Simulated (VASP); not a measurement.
# H4BrN (P-43m) in VASP: further runs

Runs on H4BrN. Level: LDA. Tasks: single point.

Program: VASP 6.6.1. These are calculated values, not measurements. Logs are shortened: lines on timing, memory, paths and dates and some standing lists are left out, and cuts for length are marked.

## Step 1: The cell of the first run

The structure is cubic, space group P-43m (No. 215). The conventional cell has a = 3.890 Å, b = 3.890 Å, c = 3.890 Å, α = 90.00°, β = 90.00°, γ = 90.00°. Within 1.3 Å of H (site symmetry 3m) lie 1 N at 1.00 Å. Br (site symmetry -43m) has 4 H at 2.37 Å within 3.1 Å. N (site symmetry -43m) has 4 H at 1.00 Å within 1.3 Å.

## Step 2: Single point, LDA

Contents of INCAR:

```
PREC = Accurate
ENCUT = 520
EDIFF = 1E-6
ISMEAR = 0
SIGMA = 0.01
LREAL = False
LASPH = True
NELM = 60
ALGO = Normal
ISIF = 2
LWAVE = False
LCHARG = True
LELF = True
LVHAR = True
NBANDS = 17
```

Contents of KPOINTS:

```
regular mesh
0
Gamma
  4 4 4
```

Contents of POSCAR:

```
H4BrN
1.0
    3.8903553049      0.0000000000      0.0000000000
    0.0000000000      3.8903553049      0.0000000000
    0.0000000000      0.0000000000      3.8903553049
H Br N
4 1 1
Direct
    0.1480000000      0.1480000000      0.1480000000
    0.1480000000      0.8520000000      0.8520000000
    0.8520000000      0.8520000000      0.1480000000
    0.8520000000      0.1480000000      0.8520000000
    0.5000000000      0.5000000000      0.5000000000
    0.0000000000      0.0000000000      0.0000000000
```

Potentials or basis: VASP PAW LDA potentials, release 64 (H, Br, N).

Started as:

```sh
$ cat potpaw_LDA.64/H/POTCAR potpaw_LDA.64/Br/POTCAR potpaw_LDA.64/N/POTCAR > POTCAR
$ mpirun -np 1 vasp_std > vasp.out
```

OUTCAR:

```text
PREC = Accurate
   ENCUT = 520
   EDIFF = 1E-6
   ISMEAR = 0
   LREAL = False
   LASPH = True
   NELM = 60
   ISIF = 2

 ion  position               nearest neighbor table
   1  0.148  0.148  0.148-   6 1.00
   2  0.148  0.852  0.852-   6 1.00
   3  0.852  0.852  0.148-   6 1.00
   4  0.852  0.148  0.852-   6 1.00
   5  0.500  0.500  0.500-
   6  0.000  0.000  0.000-   1 1.00   2 1.00   3 1.00   4 1.00

  LATTYP: Found a simple cubic cell.
 ALAT       =     3.8903553049

  Lattice vectors:

 A1 = (   3.8903553049,   0.0000000000,   0.0000000000)
 A2 = (   0.0000000000,   3.8903553049,   0.0000000000)
 A3 = (   0.0000000000,   0.0000000000,   3.8903553049)

Analysis of symmetry for initial positions (statically):
=====================================================================
 Subroutine PRICEL returns:
 Original cell was already a primitive cell.

 Routine SETGRP: Setting up the symmetry group for a
 simple cubic supercell.

 Subroutine GETGRP returns: Found 24 space group operations
 (whereof 24 operations were pure point group operations)
 out of a pool of 48 trial point group operations.

The static configuration has the point symmetry T_d .

Analysis of symmetry for dynamics (positions and initial velocities):
=====================================================================
 Subroutine PRICEL returns:
 Original cell was already a primitive cell.

 Routine SETGRP: Setting up the symmetry group for a
 simple cubic supercell.

 Subroutine GETGRP returns: Found 24 space group operations
 (whereof 24 operations were pure point group operations)
 out of a pool of 48 trial point group operations.

The dynamic configuration has the point symmetry T_d .

 Subroutine INISYM returns: Found 24 space group operations
 (whereof 24 operations are pure point group operations),
 and found     1 'primitive' translations

----------------------------------------------------------------------------------------

                                     Primitive cell

  volume of cell :      58.8800

  direct lattice vectors                    reciprocal lattice vectors
     3.890355305  0.000000000  0.000000000     0.257045931  0.000000000  0.000000000
     0.000000000  3.890355305  0.000000000     0.000000000  0.257045931  0.000000000
     0.000000000  0.000000000  3.890355305     0.000000000  0.000000000  0.257045931
[... 80 lines left out ...]
   NSW    =      0    number of steps for IOM
   IBRION =     -1    ionic relax: 0-MD 1-quasi-New 2-CG
   NFREE  =      0    steps in history (QN), initial steepest desc. (CG)
   ISIF   =      2    stress and relaxation
   ISYM   =      2    0-nonsym 1-usesym 2-fastsym
   POTIM  = 0.5000    time-step for ionic-motion
   TEBEG  =    0.0;   TEEND  =   0.0 temperature during run
   PSTRESS=    0.0 pullay stress
   NELECT =      16.0000    total number of electrons
   NUPDOWN=      -1.0000    fix difference up-down
   EMIN   =  10.00;   EMAX   =-10.00  energy-range for DOS
   EFERMI =   0.00;   METHOD = LEGACY
   ISMEAR =     0;   SIGMA  =   0.01  broadening in eV -4-tet -1-fermi 0-gaus
   EFERMI_NEDOS =   21; number of points for ismear=-14 and -15
   IALGO  =     38    algorithm
   IMIX   =      4    mixing-type and parameters
     AMIX     =   0.40;   BMIX     =  1.00
     AMIX_MAG =   1.60;   BMIX_MAG =  1.00
  volume/ion in A,a.u.               =       9.81        66.22
  Fermi-wavevector in a.u.,A,eV,Ry     =   1.060374  2.003815 15.298283  1.124392
  Thomas-Fermi vector in A             =   2.195752
   LORBIT       =      0    0 simple, 1 ext, 2 COOP (PROOUT), +10 PAW based schemes
   GGA     = CA    functional components
   LHFCALC =     F    Hartree Fock is set to
   AEXX    =    0.0000 exact exchange contribution
   IVDW    =     0    specifies the selected vdW correction
   LEPSILON=     F    determine dielectric tensor
   LRPA    =     F    only Hartree local field effects (RPA)
 non-spin polarized calculation
 Gauss-broadening in eV      SIGMA  =   0.01
  energy-cutoff  :      520.00
  volume of cell :       58.88
 maximum number of plane-waves:      1622
 NGX is ok and might be reduce to    30
   NGX = 15   NGY = 15   NGZ = 15

 number of electron      16.0000001 magnetization

 Free energy of the ion-electron system (eV)
  ---------------------------------------------------
  ext. energy  EPLUGINS =         0.00000000
  ---------------------------------------------------
  free energy    TOTEN  =       -28.43469069 eV

  energy without entropy =      -28.43469069  energy(sigma->0) =      -28.43469069

 E-fermi :   0.1764     XC(G=0):  -9.0374

 val. band max:        0.0656721896   @ k =   0.5000   0.5000   0.0000
 cond. band min:       4.3963012639   @ k =   0.0000   0.0000   0.0000
 fundamental gap:      4.3306290743
 Fermi energy:         0.1764018921

 k-point     1 :       0.0000    0.0000    0.0000
  band No.  band energies     occupation
      1     -18.4868      2.00000
      2     -12.7769      2.00000
      3      -7.7222      2.00000
      4      -7.7222      2.00000
      5      -7.7222      2.00000
      6      -0.0282      2.00000
[... 177 lines left out ...]
      4      -7.9942      2.00000
      5      -7.9942      2.00000
      6      -1.6617      2.00000
[... 9 lines left out ...]
     16      17.9606      0.00000
     17      17.9707      0.00000

------------------------ aborting loop because EDIFF is reached ----------------------------------------

  FORCE on cell =-STRESS in cart. coord.  units (eV):
  Direction    XX          YY          ZZ          XY          YZ          ZX
  --------------------------------------------------------------------------------------
  -------------------------------------------------------------------------------------
  Total        2.8202632      2.8202632      2.8202632      0.0000000     -0.0000000      0.0000000
  in kB       76.7418777     76.7418777     76.7418777      0.0000000     -0.0000000      0.0000000
  external PRESSURE =      76.7418777 kB  Pullay stress =       0.0000000 kB

 VOLUME and BASIS-vectors are now :
 -----------------------------------------------------------------------------
  energy-cutoff  :      520.00
  volume of cell :       58.88
      direct lattice vectors                 reciprocal lattice vectors
     3.890355305  0.000000000  0.000000000     0.257045931  0.000000000  0.000000000
     0.000000000  3.890355305  0.000000000     0.000000000  0.257045931  0.000000000
     0.000000000  0.000000000  3.890355305     0.000000000  0.000000000  0.257045931

 POSITION                                       TOTAL-FORCE (eV/Angst)
 -----------------------------------------------------------------------------------
      0.57577      0.57577      0.57577         1.264598      1.264598      1.264598
      0.57577      3.31458      3.31458         1.264598     -1.264598     -1.264598
      3.31458      3.31458      0.57577        -1.264598     -1.264598      1.264598
      3.31458      0.57577      3.31458        -1.264598      1.264598     -1.264598
      1.94518      1.94518      1.94518         0.000000     -0.000000      0.000000
      0.00000      0.00000      0.00000        -0.000000     -0.000000     -0.000000
 -----------------------------------------------------------------------------------
    total drift:                                0.000000      0.000000      0.000000

  FREE ENERGIE OF THE ION-ELECTRON SYSTEM (eV)
  ---------------------------------------------------
  free  energy   TOTEN  =       -28.4346906897 eV

  energy  without entropy=      -28.4346906897  energy(sigma->0) =      -28.43469069
```

OSZICAR:

```text
N       E                     dE             d eps       ncg     rms          rms(c)
DAV:   1     0.481194879312E+02    0.48119E+02   -0.69502E+03   340   0.823E+02
DAV:   2    -0.269617187906E+02   -0.75081E+02   -0.68603E+02   480   0.157E+02
DAV:   3    -0.309606204862E+02   -0.39989E+01   -0.39813E+01   397   0.363E+01
DAV:   4    -0.309820568030E+02   -0.21436E-01   -0.21431E-01   454   0.321E+00
DAV:   5    -0.309821693281E+02   -0.11253E-03   -0.11252E-03   404   0.230E-01    0.945E+00
DAV:   6    -0.286292411993E+02    0.23529E+01   -0.35868E+00   355   0.138E+01    0.424E+00
DAV:   7    -0.284809847093E+02    0.14826E+00   -0.40881E-01   433   0.408E+00    0.279E+00
DAV:   8    -0.284373695677E+02    0.43615E-01   -0.73696E-02   359   0.177E+00    0.409E-01
DAV:   9    -0.284345414553E+02    0.28281E-02   -0.60411E-03   449   0.647E-01    0.145E-01
DAV:  10    -0.284346986885E+02   -0.15723E-03   -0.87259E-04   368   0.193E-01    0.565E-02
DAV:  11    -0.284346856972E+02    0.12991E-04   -0.17856E-05   444   0.280E-02    0.305E-02
DAV:  12    -0.284346911844E+02   -0.54873E-05   -0.20976E-05   361   0.270E-02    0.839E-03
DAV:  13    -0.284346906897E+02    0.49473E-06   -0.26180E-06   403   0.110E-02
   1 F= -.28434691E+02 E0= -.28434691E+02  d E =-.149015E-56
```

Wall time 9.4 s (1 thread of Intel Xeon 6975P-C, shared host); peak memory 0.15 GiB.

Results:

- Free energy: -28.4347 eV
- Pressure: 7.7 GPa
- Largest force: 2.190 eV/Å
- Band gap on the k mesh: 4.33 eV, indirect (least direct gap 4.42 eV)

Forces on the atoms (eV/Å):
```
H    1.265  1.265  1.265
H    1.265 -1.265 -1.265
H   -1.265 -1.265  1.265
H   -1.265  1.265 -1.265
Br   0.000  0.000  0.000
N    0.000  0.000  0.000
```

Caveat: forces of over 1 eV/Å act on the atoms, so gaps and moduli don't describe the material at rest.

[end of part 1 of 2]
